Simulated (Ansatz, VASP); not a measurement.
# Two plane-wave programs on Se

The input INCAR:

```
SYSTEM = Se
ALGO = Normal
EDIFF = 1E-6
ENCUT = 520
GGA = RE
ISIF = 2
ISMEAR = -1
LASPH = .True.
LCHARG = .False.
LREAL = .False.
LWAVE = .False.
NBANDS = 9
NELM = 100
PREC = Accurate
SIGMA = 0.1
```

The input KPOINTS:

```
k-points
0
Gamma
  14 14 14
  0 0 0
```

Contents of POSCAR:

```
Se
1.0
   -1.7530737972      1.7530737972      1.7530737972
    1.7530737972     -1.7530737972      1.7530737972
    1.7530737972      1.7530737972     -1.7530737972
Se
1
Direct
    0.0000000000      0.0000000000      0.0000000000
```

Input for Ansatz:

```yaml
crystal:
  lattice:
    - [-1.7530737972, 1.7530737972, 1.7530737972]
    - [1.7530737972, -1.7530737972, 1.7530737972]
    - [1.7530737972, 1.7530737972, -1.7530737972]
  atoms:
    - { symbol: Se, position: [0.0, 0.0, 0.0] }
hamiltonian:
  xc: revpbe
  pseudopotentials:
    kind: paw
    azcp:
      Se: "pseudopotentials/Se.paw.azcp"
basis:
  ecutwfc: 420
  fft_grid_basis: typed
kpoints:
  mp_grid: { grid: [14, 14, 14], shift: [0, 0, 0] }
magnetization:
  spin_polarized: false
scf:
  occupations: { method: fermi_dirac, width: 0.1 }
  lower_state_search: "off"
output:
  stress: true
  write_density: true
  write_potential: true
  elf: true
  volumetric_format: npy
```

Alike in both runs: task single point; functional revPBE; k mesh 14 × 14 × 14; occupations fermi-dirac, width 0.1 eV; no spin polarisation.

```csv
,VASP,Ansatz
version,VASP 6.6.1,Ansatz 0.2.0
potentials or method,"VASP PAW PBE potentials, release 64 (Se), cutoff 520 eV","plane waves (420 eV) with PAW, scalar-relativistic"
valence electrons in the cell,6,16
```

```csv
,VASP,Ansatz,Ansatz less VASP
pressure (GPa),-2.2,-2.1,+0.04
```

VASP's potentials were made for PBE, not for revPBE. VASP's potentials hold 6 valence electrons a cell and Ansatz's 16, so a difference there can come from the potentials and not from the codes.
